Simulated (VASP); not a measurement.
The system is P.

```
P
1.0
     3.26173    0.00000    0.00000
    -1.63086    2.82474    0.00000
     0.00000    0.00000    3.24602
P
2
Direct
  0.33333 0.66667 0.25000
  0.66667 0.33333 0.75000
```

This isn't the form of P at room conditions, which is orthorhombic.

| Quantity | Value |
| --- | --- |
| Program | VASP 6.6.1 |
| Task | relaxation of cell and atoms |
| Functional | r2SCAN |
| Potentials or basis | VASP PAW PBE potentials, release 64 (P) |
| Cutoff | 600 eV |
| k mesh | 7 × 7 × 6 |
| Occupations | gaussian, width 0.02 eV |
| Spin | no spin polarisation |

At the start: pressure 0.8 GPa; volume 14.95 Å³/atom.

Where does the relaxation end?

Over 11 steps the energy falls by 3.7 meV/atom and the volume is 14.90 Å³/atom (-0.4 %); space group P6_3/mmc (No. 194, to 0.1 Å) before and after.

The path:
| step | energy change (eV) | largest force (eV/Å) | pressure (GPa) | volume (Å³) |
| --- | --- | --- | --- | --- |
| 1 | 0.0000 | 0.0000 | 0.76 | 29.91 |
| 2 | -0.0060 | 0.0000 | -0.42 | 30.21 |
| 3 | -0.0060 | 0.0000 | -0.89 | 30.36 |
| 4 | -0.0065 | 0.0000 | -0.75 | 30.28 |
| 5 | -0.0065 | 0.0000 | -0.78 | 30.29 |
| 6 | -0.0067 | 0.0000 | -0.62 | 30.01 |
| 7 | -0.0067 | 0.0000 | -0.61 | 30.03 |
| 8 | -0.0073 | 0.0000 | 0.32 | 29.71 |
| 9 | -0.0074 | 0.0000 | 0.10 | 29.77 |
| 10 | -0.0074 | 0.0000 | -0.09 | 29.81 |
| 11 | -0.0075 | 0.0000 | 0.00 | 29.79 |

Final structure:
```yaml
crystal:
  lattice:
    - [3.28539, 0.00000, 0.00000]
    - [-1.64270, 2.84523, 0.00000]
    - [0.00000, 0.00000, 3.18714]
  atoms:
    - { symbol: P, position: [0.33333, 0.66667, 0.25000] }
    - { symbol: P, position: [0.66667, 0.33333, 0.75000] }
```

Caveat: the PAW data sets were made with another functional, which shifts forces and pressure a little.
